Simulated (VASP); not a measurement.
# Co (P6_3/mmc) in VASP: a series of runs

The runs below take Co through electric field gradients, with PBE.

Program: VASP 6.6.1. These are calculated values, not measurements. Logs are shortened: lines on timing, memory, paths and dates and some standing lists are left out, and cuts for length are marked.

**1. The cell of the first run**

Symmetry: P6_3/mmc, No. 194, hexagonal system. The conventional cell has a = 2.544 Å, b = 2.544 Å, c = 4.091 Å, α = 90.00°, β = 90.00°, γ = 120.00°. Co (site symmetry -6m2) has 12 Co at 2.52 to 2.54 Å within 3.3 Å.

**2. Electric field gradients, PBE, collinear spin, ferromagnetic start (equal xx and yy strain of +1 %)**

File INCAR:

```
SYSTEM = Co
PREC = Accurate
ENCUT = 520
EDIFF = 1E-8
ISMEAR = -1
SIGMA = 0.05
LREAL = .FALSE.
LASPH = .TRUE.
NELM = 150
ALGO = Normal
ISIF = 2
LWAVE = .FALSE.
LCHARG = .FALSE.
ISPIN = 2
MAGMOM = 2 2
LORBIT = 11
LMAXMIX = 4
GGA = PE
LEFG = .TRUE.
NBANDS = 20
```

File KPOINTS:

```
Automatic mesh
0
G
  19 19 10
  0 0 0
```

File POSCAR:

```
Co
1.0
    2.5441908781      0.0000000000      0.0000000000
   -1.2720954391      2.2033339326      0.0000000000
    0.0000000000      0.0000000000      4.0910000000
Co
2
Direct
    0.3333333333      0.6666666667      0.2500000000
    0.6666666667      0.3333333333      0.7500000000
```

Potentials or basis: VASP PAW PBE potentials, release 64 (Co).

Run with:

```sh
$ cat potpaw_PBE.64/Co/POTCAR > POTCAR
$ mpirun -np 1 vasp_std > vasp.out
```

OUTCAR:

```text
SYSTEM = Co
   PREC = Accurate
   ENCUT = 520
   EDIFF = 1E-8
   ISMEAR = -1
   LREAL = .FALSE.
   LASPH = .TRUE.
   NELM = 150
   ISIF = 2
   ISPIN = 2
   LORBIT = 11
   GGA = PE

 ion  position               nearest neighbor table
   1  0.333  0.667  0.250-   2 2.52   2 2.52   2 2.52   2 2.52   2 2.52   2 2.52
   2  0.667  0.333  0.750-   1 2.52   1 2.52   1 2.52   1 2.52   1 2.52   1 2.52

  LATTYP: Found a hexagonal cell.
 ALAT       =     2.5441908781
 C/A-ratio  =     1.6079768366

  Lattice vectors:

 A1 = (   2.5441908781,   0.0000000000,   0.0000000000)
 A2 = (  -1.2720954391,   2.2033339326,   0.0000000000)
 A3 = (   0.0000000000,   0.0000000000,   4.0910000000)

Analysis of symmetry for initial positions (statically):
=====================================================================
 Subroutine PRICEL returns:
 Original cell was already a primitive cell.

 Routine SETGRP: Setting up the symmetry group for a
 hexagonal supercell.

 Subroutine GETGRP returns: Found 24 space group operations
 (whereof 12 operations were pure point group operations)
 out of a pool of 24 trial point group operations.

The static configuration has the point symmetry D_3d.
 The point group associated with its full space group is D_6h.

Analysis of symmetry for dynamics (positions and initial velocities):
=====================================================================
 Subroutine PRICEL returns:
 Original cell was already a primitive cell.

 Routine SETGRP: Setting up the symmetry group for a
 hexagonal supercell.

 Subroutine GETGRP returns: Found 24 space group operations
 (whereof 12 operations were pure point group operations)
 out of a pool of 24 trial point group operations.

The dynamic configuration has the point symmetry D_3d.
 The point group associated with its full space group is D_6h.

Analysis of structural, dynamic, and magnetic symmetry:
=====================================================================
 Subroutine PRICEL returns:
 Original cell was already a primitive cell.

 Routine SETGRP: Setting up the symmetry group for a
 hexagonal supercell.

 Subroutine GETGRP returns: Found 24 space group operations
 (whereof 12 operations were pure point group operations)
 out of a pool of 24 trial point group operations.

The overall configuration has the point symmetry D_3d.
 The point group associated with its full space group is D_6h.

 Subroutine INISYM returns: Found 24 space group operations
 (whereof 12 operations are pure point group operations),
 and found     1 'primitive' translations

----------------------------------------------------------------------------------------

                                     Primitive cell

  volume of cell :      22.9329

  direct lattice vectors                    reciprocal lattice vectors
     2.544190878  0.000000000  0.000000000     0.393052270  0.226928834  0.000000000
    -1.272095439  2.203333933  0.000000000     0.000000000  0.453857668  0.000000000
     0.000000000  0.000000000  4.091000000     0.000000000  0.000000000  0.244439012

  length of vectors
     2.544190878  2.544190878  4.091000000     0.453857668  0.453857668  0.244439012

  position of ions in fractional coordinates (direct lattice)
     0.333333333  0.666666667  0.250000000
     0.666666667  0.333333333  0.750000000

  ion indices of the primitive-cell ions
   primitive index   ion index
                 1           1
                 2           2

----------------------------------------------------------------------------------------

 KPOINTS: Automatic mesh

Automatic generation of k-mesh.
 Grid dimensions read from file:
 generate k-points for:   19   19   10

 Generating k-lattice:

[... 56 lines left out ...]
   LNONCOLLINEAR =      F non collinear calculations
   LSORBIT =      F    spin-orbit coupling
   LASPH  =      T    aspherical Exc in radial PAW
   ENCUT  =  520.0 eV  38.22 Ry    6.18 a.u.   4.73  4.73  7.61*2*pi/ulx,y,z
   NELM   =    150;   NELMIN=  2; NELMDL= -5     # of ELM steps
   EDIFF  = 0.1E-07   stopping-criterion for ELM
   LREAL  =      F    real-space projection
   EDIFFG = 0.1E-06   stopping-criterion for IOM
   NSW    =      0    number of steps for IOM
   IBRION =     -1    ionic relax: 0-MD 1-quasi-New 2-CG
   NFREE  =      0    steps in history (QN), initial steepest desc. (CG)
   ISIF   =      2    stress and relaxation
   ISYM   =      2    0-nonsym 1-usesym 2-fastsym
   POTIM  = 0.5000    time-step for ionic-motion
   TEBEG  =    0.0;   TEEND  =   0.0 temperature during run
   PSTRESS=    0.0 pullay stress
   NELECT =      18.0000    total number of electrons
   NUPDOWN=      -1.0000    fix difference up-down
   EMIN   =  10.00;   EMAX   =-10.00  energy-range for DOS
   EFERMI =   0.00;   METHOD = LEGACY
   ISMEAR =    -1;   SIGMA  =   0.05  broadening in eV -4-tet -1-fermi 0-gaus
   EFERMI_NEDOS =   21; number of points for ismear=-14 and -15
   IALGO  =     38    algorithm
   IMIX   =      4    mixing-type and parameters
     AMIX     =   0.40;   BMIX     =  1.00
     AMIX_MAG =   1.60;   BMIX_MAG =  1.00
  volume/ion in A,a.u.               =      11.47        77.38
  Fermi-wavevector in a.u.,A,eV,Ry     =   1.510124  2.853720 31.027724  2.280473
  Thomas-Fermi vector in A             =   2.620355
   LORBIT       =     11    0 simple, 1 ext, 2 COOP (PROOUT), +10 PAW based schemes
   GGA     = PE    functional components
   LHFCALC =     F    Hartree Fock is set to
   AEXX    =    0.0000 exact exchange contribution
   IVDW    =     0    specifies the selected vdW correction
   LEPSILON=     F    determine dielectric tensor
   LRPA    =     F    only Hartree local field effects (RPA)
 spin polarized calculation
  energy-cutoff  :      520.00
  volume of cell :       22.93
 maximum number of plane-waves:       640
 NGX is ok and might be reduce to    20
   NGX =  9   NGY =  9   NGZ = 15

 number of electron      18.0000008 magnetization       3.2909777

 Free energy of the ion-electron system (eV)
  ---------------------------------------------------
  ext. energy  EPLUGINS =         0.00000000
  ---------------------------------------------------
  free energy    TOTEN  =       -14.03277434 eV

  energy without entropy =      -14.01748226  energy(sigma->0) =      -14.02512830

 E-fermi :   9.4934     XC(G=0): -13.0818

 val. band max:        9.4932561988   @ k =   0.3684   0.0526   0.4000
 cond. band min:       9.4944774111   @ k =   0.1579   0.1579   0.2000
 fundamental gap:      0.0012212123
 Fermi energy:         9.4933598688

 spin component 1

 k-point     1 :       0.0000    0.0000    0.0000
  band No.  band energies     occupation
      1       0.9118      1.00000
      2       4.6193      1.00000
      3       6.9661      1.00000
      4       6.9661      1.00000
      5       6.9757      1.00000
      6       7.2548      1.00000
[... 541 lines left out ...]
     19      31.8344      0.00000
     20      33.3241      0.00000

 [... further k-points ...]

 spin component 2

 k-point     1 :       0.0000    0.0000    0.0000
  band No.  band energies     occupation
      1       0.8911      1.00000
      2       5.5884      1.00000
      3       8.6450      1.00000
      4       8.6450      1.00000
      5       8.6490      1.00000
      6       8.9879      0.99996
[... 541 lines left out ...]
     19      32.1541      0.00000
     20      33.6541      0.00000

 [... further k-points ...]
[... 5 lines left out ...]
  --------------------------------------------------------------------------------------
  -------------------------------------------------------------------------------------
  Total       -1.5640781     -1.5640781     -1.4080497      0.0000000     -0.0000000      0.0000000
  in kB     -109.2721578   -109.2721578    -98.3714496      0.0000000     -0.0000000      0.0000000
  external PRESSURE =    -105.6385884 kB  Pullay stress =       0.0000000 kB

 VOLUME and BASIS-vectors are now :
 -----------------------------------------------------------------------------
  energy-cutoff  :      520.00
  volume of cell :       22.93
      direct lattice vectors                 reciprocal lattice vectors
     2.544190878  0.000000000  0.000000000     0.393052270  0.226928834  0.000000000
    -1.272095439  2.203333933  0.000000000     0.000000000  0.453857668  0.000000000
     0.000000000  0.000000000  4.091000000     0.000000000  0.000000000  0.244439012

 POSITION                                       TOTAL-FORCE (eV/Angst)
 -----------------------------------------------------------------------------------
     -0.00000      1.46889      1.02275         0.000000      0.000000      0.000000
      1.27210      0.73444      3.06825        -0.000000     -0.000000      0.000000
 -----------------------------------------------------------------------------------
    total drift:                               -0.000000      0.000000     -0.000000

  FREE ENERGIE OF THE ION-ELECTRON SYSTEM (eV)
  ---------------------------------------------------
  free  energy   TOTEN  =       -14.0327743403 eV

  energy  without entropy=      -14.0174822630  energy(sigma->0) =      -14.02512830

 Electric field gradients (V/A^2)
---------------------------------------------------------------------
 ion       V_xx      V_yy      V_zz      V_xy      V_xz      V_yz
---------------------------------------------------------------------
   1       2.370     2.371    -4.742     0.001     0.000    -0.000
   2       2.370     2.371    -4.742     0.001    -0.000     0.000
---------------------------------------------------------------------

 Electric field gradients after diagonalization (V/A^2)
 (convention: |V_zz| > |V_xx| > |V_yy|)
----------------------------------------------------------------------
 ion       V_xx      V_yy      V_zz     asymmetry (V_yy - V_xx)/ V_zz
----------------------------------------------------------------------
   1       2.372     2.370    -4.742       0.000
   2       2.372     2.370    -4.742       0.000
----------------------------------------------------------------------

           NMR quadrupolar parameters

 Cq : quadrupolar parameter    Cq=e*Q*V_zz/h
 eta: asymmetry parameters     (V_yy - V_xx)/ V_zz
 Q  : nuclear electric quadrupole moment in mb (millibarn)
----------------------------------------------------------------------
 ion       Cq(MHz)       eta       Q (mb)
----------------------------------------------------------------------
   1      -0.011       0.000       1.000
   2      -0.011       0.000       1.000
----------------------------------------------------------------------

 total charge

# of ion       s       p       d       tot
------------------------------------------
    1        0.466   0.475   7.229   8.171
    2        0.466   0.475   7.229   8.171
--------------------------------------------------
tot          0.933   0.950  14.459  16.342

 magnetization (x)

# of ion       s       p       d       tot
------------------------------------------
    1       -0.014  -0.054   1.745   1.677
    2       -0.014  -0.054   1.745   1.677
--------------------------------------------------
tot         -0.029  -0.108   3.490   3.354
```

It took 5.4 min on 1 thread of Oxide Virtual Turin-like, shared host; peak memory 0.22 GiB.

Results:

* Free energy: -14.0328 eV
* Pressure: -10.6 GPa
* Net moment: 3.29 μB per cell
* Site moments: Co +1.68 μB
* Valence electrons inside the program's atomic spheres: Co 8.17

Levels at points of the mesh, in eV from the Fermi level:
Spin up:
| k point | band 7 | band 8 | band 9 | band 10 | band 11 | band 12 | band 13 | band 14 | band 15 | band 16 |
| --- | --- | --- | --- | --- | --- | --- | --- | --- | --- | --- |
| (0.00, 0.00, 0.00) | -2.24 | -1.94 | -1.94 | -0.92 | -0.92 | 0.03 | 5.96 | 21.44 | 23.42 | 23.42 |
| (0.00, 0.00, 0.50) | -2.60 | -2.60 | -1.20 | -1.20 | -1.20 | -1.20 | 14.55 | 14.55 | 22.13 | 22.13 |
Spin down:
```tsv
k point	band 3	band 4	band 5	band 6	band 7	band 8	band 9	band 10	band 11	band 12
(0.00, 0.00, 0.00)	-0.85	-0.85	-0.84	-0.51	-0.51	-0.14	-0.14	-0.06	1.00	1.00
(0.00, 0.00, 0.50)	-1.37	-1.37	-0.92	-0.92	-0.92	-0.92	0.69	0.69	0.69	0.69
```

Electric field gradients, principal values (V/Å²):
```tsv
atom	least	middle	greatest (by size)
1 Co	2.370	2.372	-4.742
2 Co	2.370	2.372	-4.742
```

Caveat: the cell differs from its parent crystal (equal xx and yy strain of +1 %); without QUAD_EFG the Cq values of the log hold for a quadrupole moment of 1 mb, not for the nuclei.

**3. Electric field gradients, PBE, collinear spin, ferromagnetic start (equal xx and yy strain of +3 %)**

File INCAR:

```
ALGO = Normal
EDIFF = 1E-8
ENCUT = 520
GGA = PE
ISIF = 2
ISMEAR = -1
ISPIN = 2
LASPH = True
LCHARG = False
LEFG = True
LMAXMIX = 4
LORBIT = 11
LREAL = False
LWAVE = False
MAGMOM = 2 2
NBANDS = 20
NELM = 150
PREC = Accurate
SIGMA = 0.05
```

File KPOINTS:

```
k-points
0
Gamma
  19 19 10
```

File POSCAR:

```
Co
1.0
    2.5945708955      0.0000000000      0.0000000000
   -1.2972854477      2.2469643074      0.0000000000
    0.0000000000      0.0000000000      4.0910000000
Co
2
Direct
    0.3333333333      0.6666666667      0.2500000000
    0.6666666667      0.3333333333      0.7500000000
```

Potentials or basis: VASP PAW PBE potentials, release 64 (Co).

Run with:

```sh
$ cat potpaw_PBE.64/Co/POTCAR > POTCAR
$ mpirun -np 1 vasp_std > vasp.out
```

OUTCAR:

```text
EDIFF = 1E-8
   ENCUT = 520
   GGA = PE
   ISIF = 2
   ISMEAR = -1
   ISPIN = 2
   LASPH = True
   LORBIT = 11
   LREAL = False
   NELM = 150
   PREC = Accurate

 ion  position               nearest neighbor table
   1  0.333  0.667  0.250-   2 2.54   2 2.54   2 2.54   2 2.54   2 2.54   2 2.54
   2  0.667  0.333  0.750-   1 2.54   1 2.54   1 2.54   1 2.54   1 2.54   1 2.54

  LATTYP: Found a hexagonal cell.
 ALAT       =     2.5945708955
 C/A-ratio  =     1.5767539854

  Lattice vectors:

 A1 = (   2.5945708955,   0.0000000000,   0.0000000000)
 A2 = (  -1.2972854477,   2.2469643074,   0.0000000000)
 A3 = (   0.0000000000,   0.0000000000,   4.0910000000)

Analysis of symmetry for initial positions (statically):
=====================================================================
 Subroutine PRICEL returns:
 Original cell was already a primitive cell.

 Routine SETGRP: Setting up the symmetry group for a
 hexagonal supercell.

 Subroutine GETGRP returns: Found 24 space group operations
 (whereof 12 operations were pure point group operations)
 out of a pool of 24 trial point group operations.

[... 1322 lines left out ...]
    total drift:                               -0.000000     -0.000000     -0.000000

  FREE ENERGIE OF THE ION-ELECTRON SYSTEM (eV)
  ---------------------------------------------------
  free  energy   TOTEN  =       -13.9493627909 eV

  energy  without entropy=      -13.9338613728  energy(sigma->0) =      -13.94161208

 Electric field gradients (V/A^2)
---------------------------------------------------------------------
 ion       V_xx      V_yy      V_zz      V_xy      V_xz      V_yz
---------------------------------------------------------------------
   1       5.185     5.188   -10.372     0.003     0.000    -0.000
   2       5.185     5.188   -10.372     0.003    -0.000     0.000
---------------------------------------------------------------------

 Electric field gradients after diagonalization (V/A^2)
 (convention: |V_zz| > |V_xx| > |V_yy|)
----------------------------------------------------------------------
 ion       V_xx      V_yy      V_zz     asymmetry (V_yy - V_xx)/ V_zz
----------------------------------------------------------------------
   1       5.189     5.183   -10.372       0.001
   2       5.189     5.183   -10.372       0.001
----------------------------------------------------------------------

           NMR quadrupolar parameters

 Cq : quadrupolar parameter    Cq=e*Q*V_zz/h
 eta: asymmetry parameters     (V_yy - V_xx)/ V_zz
 Q  : nuclear electric quadrupole moment in mb (millibarn)
----------------------------------------------------------------------
 ion       Cq(MHz)       eta       Q (mb)
----------------------------------------------------------------------
   1      -0.025       0.001       1.000
   2      -0.025       0.001       1.000
----------------------------------------------------------------------

 total charge

# of ion       s       p       d       tot
------------------------------------------
    1        0.452   0.445   7.210   8.106
    2        0.452   0.445   7.210   8.106
--------------------------------------------------
tot          0.903   0.889  14.420  16.213

 magnetization (x)

# of ion       s       p       d       tot
------------------------------------------
    1       -0.014  -0.053   1.770   1.702
    2       -0.014  -0.053   1.770   1.702
--------------------------------------------------
tot         -0.028  -0.107   3.539   3.404
```

stdout:

```text
POSCAR found type information on POSCAR Co
 POSCAR found :  1 types and       2 ions
 scaLAPACK will be used
 LDA part: xc-table for (Slater+PW92), standard interpolation
 POSCAR, INCAR and KPOINTS ok, starting setup
 FFT: planning ... GRIDC
 FFT: planning ... GRID_SOFT
 FFT: planning ... GRID
 WAVECAR not read
 entering main loop
ion   1

ion   2
```

Wall time 5.3 min (1 thread of Oxide Virtual Turin-like, shared host); peak memory 0.23 GiB.

Results:

- Free energy: -13.9494 eV
- Pressure: -16.2 GPa
- Net moment: 3.32 μB per cell
- Site moments: Co +1.70 μB
- Valence electrons inside the program's atomic spheres: Co 8.11

Stress tensor (GPa, compression positive):
```
-17.89   0.00   0.00
  0.00 -17.89   0.00
  0.00   0.00 -12.74
```

Electric field gradients, principal values (V/Å²):
| atom | least | middle | greatest (by size) |
| --- | --- | --- | --- |
| 1 Co | 5.183 | 5.189 | -10.372 |
| 2 Co | 5.183 | 5.189 | -10.372 |

Caveat: the cell differs from its parent crystal (equal xx and yy strain of +3 %); without QUAD_EFG the Cq values of the log hold for a quadrupole moment of 1 mb, not for the nuclei.

(Part 1 of 2 ends here.)
